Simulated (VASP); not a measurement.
# ZnCd3SO (P4/mmm) in VASP: single point with PBE

Aim: the single point of ZnCd3SO with PBE.

All numbers are computed with VASP 6.6.1; they aren't measurements. Logs are shortened: lines on timing, memory, paths and dates and some standing lists are left out, and cuts for length are marked.

### Step 1. The cell of the first run

Symmetry: P4/mmm, No. 123, tetragonal system. Conventional cell: a = 3.710 Å, b = 3.710 Å, c = 10.070 Å, α = 90.00°, β = 90.00°, γ = 90.00°. Zn (site symmetry 4/mmm) has 6 Cd at 2.59 to 2.62 Å within 3.4 Å. Within 3.2 Å of Cd (site symmetry 4mm) lie 1 S at 2.45 Å and 1 Zn at 2.59 Å. Within 3.5 Å of Cd (site symmetry 4/mmm) lie 4 Zn at 2.62 Å. S (site symmetry 4/mmm) has 2 Cd at 2.45 Å and 4 O at 2.62 Å within 3.2 Å. Within 3.8 Å of O (site symmetry 4/mmm) lie 4 S at 2.62 Å and 8 Cd at 3.59 Å and 4 O at 3.71 Å.

The cell was generated, and may not be a known phase.

### Step 2. Single point, PBE, collinear spin, ferromagnetic start

INCAR

```
SYSTEM = ZnCd3SO
ALGO = Normal
EDIFF = 1E-6
ENCUT = 700
GGA = PE
GGA_COMPAT = .False.
ISIF = 2
ISMEAR = 0
ISPIN = 2
LASPH = .True.
LCHARG = .True.
LELF = .True.
LORBIT = 11
LREAL = .False.
LVHAR = .True.
LWAVE = .False.
MAGMOM = 0 0 0 0 0 1
NBANDS = 55
NELM = 200
PREC = Accurate
SIGMA = 0.1
```

KPOINTS

```
k-points
0
Gamma
  4 4 2
  0 0 0
```

POSCAR

```
ZnCd3SO
1.0
    3.7099949704      0.0000000000      0.0000000000
    0.0000000000      3.7099949704      0.0000000000
    0.0000000000      0.0000000000     10.0703932729
Zn Cd S O
1 3 1 1
Direct
    0.5000000000      0.5000000000      0.0000000000
    0.5000000000      0.5000000000      0.2569661727
    0.5000000000      0.5000000000      0.7430338273
    0.0000000000      0.0000000000      0.0000000000
    0.5000000000      0.5000000000      0.5000000000
    0.0000000000      0.0000000000      0.5000000000
```

Potentials or basis: VASP PAW PBE potentials, release 64 (Zn, Cd_sv_GW, S, O).

Run with:

```sh
$ cat potpaw_PBE.64/Zn/POTCAR potpaw_PBE.64/Cd_sv_GW/POTCAR potpaw_PBE.64/S/POTCAR potpaw_PBE.64/O/POTCAR > POTCAR
$ mpirun -np 1 vasp_std > vasp.out
```

OUTCAR:

```text
SYSTEM = ZnCd3SO
   EDIFF = 1E-6
   ENCUT = 700
   GGA = PE
   ISIF = 2
   ISMEAR = 0
   ISPIN = 2
   LASPH = .True.
   LORBIT = 11
   LREAL = .False.
   NELM = 200
   PREC = Accurate

 ion  position               nearest neighbor table
   1  0.500  0.500  0.000-   2 2.59   3 2.59   4 2.62   4 2.62   4 2.62   4 2.62
   2  0.500  0.500  0.257-   5 2.45   1 2.59
   3  0.500  0.500  0.743-   5 2.45   1 2.59
   4  0.000  0.000  0.000-   1 2.62   1 2.62   1 2.62   1 2.62
   5  0.500  0.500  0.500-   2 2.45   3 2.45
   6  0.000  0.000  0.500-

  LATTYP: Found a simple tetragonal cell.
 ALAT       =     3.7099949704
 C/A-ratio  =     2.7143953976

  Lattice vectors:

 A1 = (   3.7099949704,   0.0000000000,   0.0000000000)
 A2 = (   0.0000000000,   3.7099949704,   0.0000000000)
 A3 = (   0.0000000000,   0.0000000000,  10.0703932729)

Analysis of symmetry for initial positions (statically):
=====================================================================
 Subroutine PRICEL returns:
 Original cell was already a primitive cell.

 Routine SETGRP: Setting up the symmetry group for a
 simple tetragonal supercell.

 Subroutine GETGRP returns: Found 16 space group operations
 (whereof 16 operations were pure point group operations)
 out of a pool of 16 trial point group operations.

The static configuration has the point symmetry D_4h.

Analysis of symmetry for dynamics (positions and initial velocities):
=====================================================================
 Subroutine PRICEL returns:
 Original cell was already a primitive cell.

 Routine SETGRP: Setting up the symmetry group for a
 simple tetragonal supercell.

 Subroutine GETGRP returns: Found 16 space group operations
 (whereof 16 operations were pure point group operations)
 out of a pool of 16 trial point group operations.

The dynamic configuration has the point symmetry D_4h.

Analysis of structural, dynamic, and magnetic symmetry:
=====================================================================
 Subroutine PRICEL returns:
 Original cell was already a primitive cell.

 Routine SETGRP: Setting up the symmetry group for a
 simple tetragonal supercell.

 Subroutine GETGRP returns: Found 16 space group operations
 (whereof 16 operations were pure point group operations)
 out of a pool of 16 trial point group operations.

The overall configuration has the point symmetry D_4h.

 Subroutine INISYM returns: Found 16 space group operations
 (whereof 16 operations are pure point group operations),
 and found     1 'primitive' translations

----------------------------------------------------------------------------------------

                                     Primitive cell

  volume of cell :     138.6095

  direct lattice vectors                    reciprocal lattice vectors
     3.709994970  0.000000000  0.000000000     0.269542144  0.000000000  0.000000000
     0.000000000  3.709994970  0.000000000     0.000000000  0.269542144  0.000000000
     0.000000000  0.000000000 10.070393273     0.000000000  0.000000000  0.099300988

  length of vectors
     3.709994970  3.709994970 10.070393273     0.269542144  0.269542144  0.099300988

  position of ions in fractional coordinates (direct lattice)
     0.500000000  0.500000000  0.000000000
     0.500000000  0.500000000  0.256966173
     0.500000000  0.500000000  0.743033827
     0.000000000  0.000000000  0.000000000
     0.500000000  0.500000000  0.500000000
     0.000000000  0.000000000  0.500000000

  ion indices of the primitive-cell ions
   primitive index   ion index
                 1           1
                 2           2
                 3           3
                 4           4
                 5           5
                 6           6

----------------------------------------------------------------------------------------

 KPOINTS: k-points

Automatic generation of k-mesh.
 Grid dimensions read from file:
 generate k-points for:    4    4    2

 Generating k-lattice:

  Cartesian coordinates                     Fractional coordinates (reciprocal lattice)
     0.067385536  0.000000000  0.000000000     0.250000000  0.000000000  0.000000000
     0.000000000  0.067385536  0.000000000     0.000000000  0.250000000  0.000000000
     0.000000000  0.000000000  0.049650494     0.000000000  0.000000000  0.500000000

  Length of vectors
     0.067385536  0.067385536  0.049650494

  Shift w.r.t. Gamma in fractional coordinates (k-lattice)
     0.000000000  0.000000000  0.000000000

 Subroutine IBZKPT returns following result:
 ===========================================

 Found     12 irreducible k-points:

 Following reciprocal coordinates:
            Coordinates               Weight
  0.000000  0.000000  0.000000      1.000000
  0.250000  0.000000  0.000000      4.000000
  0.500000  0.000000  0.000000      2.000000
  0.250000  0.250000  0.000000      4.000000
  0.500000  0.250000  0.000000      4.000000
  0.500000  0.500000  0.000000      1.000000
  0.000000  0.000000  0.500000      1.000000
  0.250000  0.000000  0.500000      4.000000
  0.500000  0.000000  0.500000      2.000000
  0.250000  0.250000  0.500000      4.000000
  0.500000  0.250000  0.500000      4.000000
  0.500000  0.500000  0.500000      1.000000
   k-points           NKPTS =     12   k-points in BZ     NKDIM =     12   number of bands    NBANDS=     55
   number of dos      NEDOS =    301   number of ions     NIONS =      6
   total plane-waves  NPLWV =  92160
   dimension x,y,z NGX =    32 NGY =   32 NGZ =   90
   dimension x,y,z NGXF=    64 NGYF=   64 NGZF=  180
   ions per type =               1   3   1   1
   NGX,Y,Z   is equivalent  to a cutoff of  14.34, 14.34, 14.86 a.u.
   NGXF,Y,Z  is equivalent  to a cutoff of  28.68, 28.68, 29.72 a.u.
 SYSTEM =  ZnCd3SO
   PREC   = accura    normal or accurate (medium, high low for compatibility)
   ISTART =      0    job   : 0-new  1-cont  2-samecut
   ICHARG =      2    charge: 1-file 2-atom 10-const
   ISPIN  =      2    spin polarized calculation?
   LNONCOLLINEAR =      F non collinear calculations
   LSORBIT =      F    spin-orbit coupling
   LASPH  =      T    aspherical Exc in radial PAW
   ENCUT  =  700.0 eV  51.45 Ry    7.17 a.u.   8.00  8.00 21.72*2*pi/ulx,y,z
   NELM   =    200;   NELMIN=  2; NELMDL= -5     # of ELM steps
   EDIFF  = 0.1E-05   stopping-criterion for ELM
   LREAL  =      F    real-space projection
   EDIFFG = 0.1E-04   stopping-criterion for IOM
   NSW    =      0    number of steps for IOM
   IBRION =     -1    ionic relax: 0-MD 1-quasi-New 2-CG
   NFREE  =      0    steps in history (QN), initial steepest desc. (CG)
   ISIF   =      2    stress and relaxation
   ISYM   =      2    0-nonsym 1-usesym 2-fastsym
   POTIM  = 0.5000    time-step for ionic-motion
   TEBEG  =    0.0;   TEEND  =   0.0 temperature during run
   PSTRESS=    0.0 pullay stress
   NELECT =      84.0000    total number of electrons
   NUPDOWN=      -1.0000    fix difference up-down
   EMIN   =  10.00;   EMAX   =-10.00  energy-range for DOS
   EFERMI =   0.00;   METHOD = LEGACY
   ISMEAR =     0;   SIGMA  =   0.10  broadening in eV -4-tet -1-fermi 0-gaus
   EFERMI_NEDOS =   21; number of points for ismear=-14 and -15
   IALGO  =     38    algorithm
   IMIX   =      4    mixing-type and parameters
     AMIX     =   0.40;   BMIX     =  1.00
     AMIX_MAG =   1.60;   BMIX_MAG =  1.00
  volume/ion in A,a.u.               =      23.10       155.90
  Fermi-wavevector in a.u.,A,eV,Ry     =   1.385384  2.617997 26.113518  1.919289
  Thomas-Fermi vector in A             =   2.509799
   LORBIT       =     11    0 simple, 1 ext, 2 COOP (PROOUT), +10 PAW based schemes
   GGA     = PE    functional components
   LHFCALC =     F    Hartree Fock is set to
   AEXX    =    0.0000 exact exchange contribution
   IVDW    =     0    specifies the selected vdW correction
   LEPSILON=     F    determine dielectric tensor
   LRPA    =     F    only Hartree local field effects (RPA)
 spin polarized calculation
 Gauss-broadening in eV      SIGMA  =   0.10
  energy-cutoff  :      700.00
  volume of cell :      138.61
 maximum number of plane-waves:      5896
   NGX = 17   NGY = 17   NGZ = 43

 number of electron      84.0000030 magnetization       0.5413053

 Free energy of the ion-electron system (eV)
  ---------------------------------------------------
  ext. energy  EPLUGINS =         0.00000000
  ---------------------------------------------------
  free energy    TOTEN  =        -9.67055401 eV

  energy without entropy =       -9.65295837  energy(sigma->0) =       -9.66175619

 E-fermi :   3.0342     XC(G=0):  -9.5915

 val. band max:        3.0101828123   @ k =   0.5000   0.2500   0.0000
 cond. band min:       3.0682652238   @ k =   0.2500   0.0000   0.0000
 fundamental gap:      0.0580824115
 Fermi energy:         3.0342303915

 spin component 1

 k-point     1 :       0.0000    0.0000    0.0000
  band No.  band energies     occupation
      1     -99.7918      1.00000
      2     -99.6880      1.00000
      3     -99.6880      1.00000
      4     -60.8454      1.00000
      5     -60.8454      1.00000
      6     -60.8058      1.00000
[... 46 lines left out ...]
     53      10.7028      0.00000
     54      11.4884      0.00000

 k-point     2 :       0.2500    0.0000    0.0000
  band No.  band energies     occupation
      1     -99.7918      1.00000
      2     -99.6880      1.00000
      3     -99.6880      1.00000
      4     -60.8463      1.00000
      5     -60.8454      1.00000
      6     -60.8057      1.00000
[... 46 lines left out ...]
     53      11.6863      0.00000
     54      12.1711      0.00000
[... 511 lines left out ...]
     53      10.9020      0.00000
     54      11.7058      0.00000

 k-point    12 :       0.5000    0.5000    0.5000
  band No.  band energies     occupation
      1     -99.7917      1.00000
      2     -99.6879      1.00000
      3     -99.6879      1.00000
      4     -60.8469      1.00000
      5     -60.8469      1.00000
      6     -60.8056      1.00000
[... 46 lines left out ...]
     53      10.6425      0.00000
     54      11.4524      0.00000
 Fermi energy:         3.0342303915

 spin component 2

 k-point     1 :       0.0000    0.0000    0.0000
  band No.  band energies     occupation
      1     -99.7913      1.00000
      2     -99.6872      1.00000
      3     -99.6872      1.00000
      4     -60.8449      1.00000
      5     -60.8449      1.00000
      6     -60.8054      1.00000
[... 46 lines left out ...]
     53      10.7574      0.00000
     54      11.5069      0.00000

 k-point     2 :       0.2500    0.0000    0.0000
  band No.  band energies     occupation
      1     -99.7913      1.00000
      2     -99.6872      1.00000
      3     -99.6871      1.00000
      4     -60.8457      1.00000
      5     -60.8448      1.00000
      6     -60.8053      1.00000
[... 46 lines left out ...]
     53      11.8263      0.00000
     54      12.1891      0.00000
[... 511 lines left out ...]
     53      10.9270      0.00000
     54      11.7448      0.00000

 k-point    12 :       0.5000    0.5000    0.5000
  band No.  band energies     occupation
      1     -99.7912      1.00000
      2     -99.6871      1.00000
      3     -99.6871      1.00000
      4     -60.8464      1.00000
      5     -60.8464      1.00000
      6     -60.8052      1.00000
[... 46 lines left out ...]
     53      10.6761      0.00000
     54      11.4886      0.00000
 [bands above 54 left out]

------------------------ aborting loop because EDIFF is reached ----------------------------------------

  FORCE on cell =-STRESS in cart. coord.  units (eV):
  Direction    XX          YY          ZZ          XY          YZ          ZX
  --------------------------------------------------------------------------------------
  -------------------------------------------------------------------------------------
  Total       -0.1021871     -0.1021871     -0.0788418      0.0000000     -0.0000000      0.0000000
  in kB       -1.1811732     -1.1811732     -0.9113268      0.0000000     -0.0000000      0.0000000
  external PRESSURE =      -1.0912244 kB  Pullay stress =       0.0000000 kB

 VOLUME and BASIS-vectors are now :
 -----------------------------------------------------------------------------
  energy-cutoff  :      700.00
  volume of cell :      138.61
      direct lattice vectors                 reciprocal lattice vectors
     3.709994970  0.000000000  0.000000000     0.269542144  0.000000000  0.000000000
     0.000000000  3.709994970  0.000000000     0.000000000  0.269542144  0.000000000
     0.000000000  0.000000000 10.070393273     0.000000000  0.000000000  0.099300988

 POSITION                                       TOTAL-FORCE (eV/Angst)
 -----------------------------------------------------------------------------------
      1.85500      1.85500      0.00000        -0.000000      0.000000      0.000000
      1.85500      1.85500      2.58775        -0.000000     -0.000000      0.015231
      1.85500      1.85500      7.48264         0.000000     -0.000000     -0.015231
      0.00000      0.00000      0.00000        -0.000000      0.000000      0.000000
      1.85500      1.85500      5.03520        -0.000000      0.000000      0.000000
      0.00000      0.00000      5.03520        -0.000000      0.000000      0.000000
 -----------------------------------------------------------------------------------
    total drift:                                0.000000     -0.000000      0.000000

  FREE ENERGIE OF THE ION-ELECTRON SYSTEM (eV)
  ---------------------------------------------------
  free  energy   TOTEN  =        -9.6705540068 eV

  energy  without entropy=       -9.6529583699  energy(sigma->0) =       -9.66175619

 total charge

# of ion       s       p       d       f       tot
--------------------------------------------------
    1        0.659   0.469   9.715   0.000  10.844
    2        2.387   6.117   9.150   0.004  17.659
    3        2.387   6.117   9.150   0.004  17.659
    4        2.442   6.151   9.119   0.004  17.715
    5        1.394   2.129   0.000   0.000   3.523
    6        1.616   3.049   0.000   0.000   4.665
--------------------------------------------------
tot         10.886  24.032  37.134   0.012  72.064

 magnetization (x)

# of ion       s       p       d       f       tot
--------------------------------------------------
    1        0.000   0.003   0.000   0.000   0.003
    2        0.001   0.002   0.000   0.000   0.003
    3        0.001   0.002   0.000   0.000   0.003
    4       -0.000   0.003  -0.000   0.000   0.002
    5        0.006   0.092   0.000   0.000   0.098
    6        0.008   0.299   0.000   0.000   0.306
--------------------------------------------------
tot          0.015   0.399   0.001   0.000   0.416
```

It took 9.3 min on 1 thread of AMD EPYC 7R13 (Zen 3), shared host; peak memory 0.5 GiB.

What came out:

- Free energy: -9.6706 eV
- Pressure: -0.1 GPa
- Largest force: 0.015 eV/Å
- Net moment: 0.54 μB per cell
- Site moments: Zn +0.00; Cd +0.00; S +0.10; O +0.31 μB
- Valence electrons inside the program's atomic spheres: Zn 10.84; Cd 17.66, 17.71 (each value once); S 3.52; O 4.67

Forces on the atoms (eV/Å):
```
Zn   0.000  0.000  0.000
Cd   0.000  0.000  0.015
Cd   0.000  0.000 -0.015
Cd   0.000  0.000  0.000
S    0.000  0.000  0.000
O    0.000  0.000  0.000
```

Levels at points of the mesh, in eV from the Fermi level:
Spin up:
| k point | band 38 | band 39 | band 40 | band 41 | band 42 | band 43 | band 44 | band 45 | band 46 | band 47 |
| --- | --- | --- | --- | --- | --- | --- | --- | --- | --- | --- |
| (0.00, 0.00, 0.00) | -3.15 | -3.03 | -1.51 | -0.83 | 0.74 | 0.74 | 2.84 | 2.84 | 4.16 | 5.05 |
| (0.50, 0.00, 0.00) | -2.12 | -2.00 | -1.90 | -1.77 | -1.18 | -1.01 | 0.16 | 0.33 | 2.28 | 5.36 |
| (0.50, 0.50, 0.00) | -2.09 | -1.62 | -1.62 | -1.39 | -0.41 | -0.06 | 1.04 | 1.04 | 1.79 | 1.79 |
| (0.00, 0.00, 0.50) | -3.15 | -3.15 | -0.90 | 0.75 | 0.75 | 0.75 | 1.57 | 2.78 | 2.78 | 5.27 |
| (0.50, 0.00, 0.50) | -2.29 | -2.16 | -2.00 | -1.77 | -1.71 | -1.01 | 0.16 | 2.13 | 2.31 | 3.62 |
| (0.50, 0.50, 0.50) | -1.94 | -1.67 | -1.67 | -1.39 | -0.62 | -0.40 | 0.95 | 0.95 | 2.56 | 2.56 |
Spin down:
| k point | band 40 | band 41 | band 42 | band 43 | band 44 | band 45 |
| --- | --- | --- | --- | --- | --- | --- |
| (0.00, 0.00, 0.00) | -1.49 | -0.59 | 1.22 | 1.22 | 2.85 | 2.85 |
| (0.50, 0.00, 0.00) | -1.31 | -1.15 | -1.11 | -0.84 | 0.25 | 0.35 |
| (0.50, 0.50, 0.00) | -1.59 | -1.14 | -0.40 | -0.05 | 1.60 | 1.60 |
| (0.00, 0.00, 0.50) | -0.65 | 0.79 | 1.23 | 1.23 | 1.60 | 2.79 |
| (0.50, 0.00, 0.50) | -1.49 | -1.31 | -1.10 | -0.84 | 0.21 | 2.19 |
| (0.50, 0.50, 0.50) | -1.65 | -1.14 | -0.61 | -0.39 | 1.48 | 1.48 |

Caveat: the k points lie up to 0.42 Å⁻¹ apart; a moment this small can come from the mesh or the smearing.
